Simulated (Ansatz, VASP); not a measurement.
**Two plane-wave programs on TaAl2N3**

File INCAR:

```
SYSTEM = TaAl2N3
PREC = Accurate ; ENCUT = 520
EDIFF = 1E-6 ; ISMEAR = 0
SIGMA = 0.1 ; LREAL = .FALSE.
LASPH = .TRUE. ; NELM = 60
ALGO = Normal ; ISIF = 2
LWAVE = .FALSE. ; LCHARG = .TRUE.
GGA = PE ; LELF = .TRUE.
LVHAR = .TRUE. ; NBANDS = 25
```

The input KPOINTS:

```
regular mesh
0
G
  8 8 8
  0 0 0
```

File POSCAR:

```
TaAl2N3
1.0
   -1.6686770900      1.6686770900      7.0795973200
    1.6686770900     -1.6686770900      7.0795973200
    1.6686770900      1.6686770900     -7.0795973200
Ta Al N
1 2 3
Direct
    0.5000000000      0.5000000000      0.0000000000
    0.8333333300      0.8333333300      0.0000000000
    0.1666666700      0.1666666700      0.0000000000
    0.6666666700      0.6666666700      0.0000000000
    0.3333333300      0.3333333300      0.0000000000
    0.0000000000      0.0000000000      0.0000000000
```

Input for Ansatz:

```yaml
crystal:
  lattice:
    - [-1.66867709, 1.66867709, 7.07959732]
    - [1.66867709, -1.66867709, 7.07959732]
    - [1.66867709, 1.66867709, -7.07959732]
  atoms:
    - { symbol: Ta, position: [0.5, 0.5, 0.0] }
    - { symbol: Al, position: [0.83333333, 0.83333333, 0.0] }
    - { symbol: Al, position: [0.16666667, 0.16666667, 0.0] }
    - { symbol: "N", position: [0.66666667, 0.66666667, 0.0] }
    - { symbol: "N", position: [0.33333333, 0.33333333, 0.0] }
    - { symbol: "N", position: [0.0, 0.0, 0.0] }
basis:
  ecutwfc: 420
kpoints:
  mp_grid: { grid: [8, 8, 8] }
hamiltonian:
  xc: pbe
scf:
  occupations: { method: gaussian, width: 0.1 }
  lower_state_search: "off"
output:
  forces: true
  stress: true
  eigenvalues: true
```

Alike in both runs: task single point; functional PBE; k mesh 8 × 8 × 8; occupations gaussian, width 0.1 eV; no spin polarisation.

|  | VASP | Ansatz |
| --- | --- | --- |
| version | VASP 6.6.1 | Ansatz 0.2.0 |
| potentials or method | VASP PAW PBE potentials, release 64 (Ta_pv, Al, N), cutoff 520 eV | scalar-relativistic, plane waves, PAW |
| valence electrons in the cell | 32 | 34 |

|  | VASP | Ansatz | Ansatz less VASP |
| --- | --- | --- | --- |
| gap on the k mesh at the Fermi level (eV) | none | none | - |
| rms of the force components (eV/Å) | 0.163 | 0.163 | +0.0006 |

Atom by atom the forces differ by 0.003 eV/Å (rms over components). A gap of «none» marks a metal or a gap that the smearing closes. VASP's potentials hold 32 valence electrons a cell and Ansatz's 34, so a difference there can come from the potentials and not from the codes.

Neither program's run includes spin-orbit coupling.
